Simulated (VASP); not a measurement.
# Ru: single point with LDA

The system is Ru.

```
CELL_PARAMETERS angstrom
1.33763 -2.31684 0.00000
1.33763 2.31684 0.00000
0.00000 0.00000 4.22441
ATOMIC_POSITIONS crystal
Ru 0.66667 0.33333 0.25000
Ru 0.33333 0.66667 0.75000
```

| Item | Value |
| --- | --- |
| Program | VASP 6.6.1 |
| Task | single point |
| Functional | LDA |
| Potentials or basis | VASP PAW LDA potentials, release 64 (Ru_pv) |
| Cutoff | 520 eV |
| k mesh | 14 × 14 × 8 |
| Occupations | fermi-dirac, width 0.1 eV |
| Spin | no spin polarisation |

```
Pressure               : 1.1 GPa
Band gap on the k mesh : zero (band 14 reaches 15.11 eV, above the bottom of band 15 at 11.76 eV)
```

Stress tensor (GPa, compression positive):
```
1.18 0.00 0.00
0.00 1.18 0.00
0.00 0.00 1.01
```

Levels at points of the mesh, in eV from the Fermi level:
```tsv
k point	band 10	band 11	band 12	band 13	band 14	band 15	band 16	band 17	band 18	band 19
(0.00, 0.00, 0.00)	-2.77	-2.56	-2.04	-2.04	-1.50	-1.50	1.25	1.25	1.36	9.92
(0.50, 0.00, 0.00)	-3.22	-2.18	-1.87	-1.60	1.51	1.96	2.06	4.27	6.37	9.93
(0.00, 0.00, 0.50)	-2.95	-2.95	-2.95	-2.84	-2.84	0.58	0.58	0.58	0.58	9.93
(0.50, 0.00, 0.50)	-4.80	-1.14	-1.14	0.47	0.47	1.79	1.79	3.53	3.53	9.93
```

It took 37 s on 1 thread of Intel Xeon 6975P-C (shared host), peak memory 0.16 GiB.
